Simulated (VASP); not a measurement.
# BN: single point with r2SCAN

The system is BN.

```xyz
4
Lattice="2.3162 0.0000 0.0000 -1.1581 2.0059 0.0000 0.0000 0.0000 6.6612" Properties=species:S:1:pos:R:3 pbc="T T T"
B     0.0000    1.3373    1.6653
B     1.1581    0.6686    4.9959
N     0.0000    1.3373    4.9959
N     1.1581    0.6686    1.6653
```

This cell differs from its parent crystal: strain -0.0750 x Voigt [1, 1, 0, 0, 0, 0].

* Program: VASP 6.6.1
* Task: single point
* Functional: r2SCAN
* Potentials or basis: VASP PAW PBE potentials, release 64 (B, N)
* Cutoff: 520 eV
* k mesh: 12 × 12 × 4
* Occupations: gaussian, width 0.05 eV
* Spin: no spin polarisation

```json
{"Pressure": "79.3 GPa", "Band gap on the k mesh": "5.24 eV (least direct gap 5.97 eV)"}
```

Stress tensor (GPa, compression positive):
```
118.76   0.00   0.00
  0.00 118.76   0.00
  0.00   0.00   0.42
```

Levels at points of the mesh, in eV from the valence-band top:
```csv
k point,band 6,band 7,band 8,band 9,band 10,band 11
"(0.00, 0.00, 0.00)",-1.02,-1.00,-1.00,5.33,11.40,14.40
"(0.50, 0.00, 0.00)",-4.63,-1.64,-0.73,5.24,6.78,12.28
"(0.00, 0.00, 0.50)",-1.01,-1.01,-1.01,7.96,7.96,14.45
"(0.50, 0.00, 0.50)",-4.65,-1.18,-1.18,5.78,5.78,13.20
```

Run time: 2.5 min on 1 thread of Intel Xeon 8259CL (shared host), peak memory 0.16 GiB.

Caveat: the cell differs from its parent crystal (strain -0.0750 x Voigt [1, 1, 0, 0, 0, 0]); the cell stands under pressure; the PAW data sets were made with another functional, which shifts forces and pressure a little. A k mesh can miss the band edges.
